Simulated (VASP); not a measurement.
Wanted: the native input for a VASP 6.6.1 run.

- Task: single point
- Functional: r2SCAN
- Potentials or basis: VASP PAW PBE potentials, release 64 (Ru_pv, Rh_pv)
- Cutoff: 520 eV
- k mesh: 18 × 18 × 4
- Occupations: gaussian, width 0.1 eV
- Spin: no spin polarisation
- Dipole correction: no
- Further INCAR settings: ALGO = Normal; EDIFF = 1e-06; NBANDS = 52

Crystal: Ru2Rh.

```
Ru Rh
1.0
     2.72414    0.00000    0.00000
    -1.36207    2.35917    0.00000
     0.00000    0.00000   12.94428
Ru Rh
4 2
Direct
  0.33333 0.66667 0.58064
  0.66667 0.33333 0.08064
  0.33333 0.66667 0.91936
  0.66667 0.33333 0.41936
  0.33333 0.66667 0.25000
  0.66667 0.33333 0.75000
```

These files were run (other wordings do the same):

POSCAR

```
Ru2Rh
1.0
    2.7241359042      0.0000000289      0.0000000000
   -1.3620679771      2.3591708819      0.0000000000
    0.0000000000      0.0000000000     12.9442816000
Ru Rh
4 2
Direct
    0.3333333333      0.6666666667      0.5806400000
    0.6666666667      0.3333333333      0.0806400000
    0.3333333333      0.6666666667      0.9193600000
    0.6666666667      0.3333333333      0.4193600000
    0.3333333333      0.6666666667      0.2500000000
    0.6666666667      0.3333333333      0.7500000000
```

INCAR.step1

```
SYSTEM = Ru2Rh
PREC = Accurate
ENCUT = 520
ISMEAR = 0
SIGMA = 0.1
LREAL = .False.
LASPH = .True.
NELM = 100
NBANDS = 52
GGA = PE
ALGO = Normal
EDIFF = 1E-4
LWAVE = .True.
LCHARG = .False.
```

INCAR.step2

```
SYSTEM = Ru2Rh
PREC = Accurate
ENCUT = 520
EDIFF = 1E-6
ISMEAR = 0
SIGMA = 0.1
LREAL = .False.
LASPH = .True.
NELM = 100
ALGO = Normal
ISIF = 2
LWAVE = .False.
LCHARG = .False.
METAGGA = R2SCAN
LMIXTAU = .True.
NBANDS = 52
ISTART = 1
```

KPOINTS

```
regular mesh
0
Gamma
  18 18 4
  0 0 0
```

Potentials or basis: VASP PAW PBE potentials, release 64 (Ru_pv, Rh_pv).

The run is started by

```console
$ cat potpaw_PBE.64/Ru_pv/POTCAR potpaw_PBE.64/Rh_pv/POTCAR > POTCAR
$ cp INCAR.step1 INCAR
$ mpirun -np 1 vasp_std > vasp.out
$ cp INCAR.step2 INCAR
$ mpirun -np 1 vasp_std > vasp.out
```

Results of the run:

```yaml
Pressure: -5.2 GPa
Largest_force: 0.038 eV/Å
Band_gap_on_the_k_mesh: zero (bands 43 and 44 overlap by 2.78 eV)
```

Caveat: the cell stands under tension; the PAW data sets were made with another functional, which shifts forces and pressure a little.

It took 17 min on 1 thread of Oxide Virtual Turin-like Processor (shared host), peak memory 0.43 GiB.
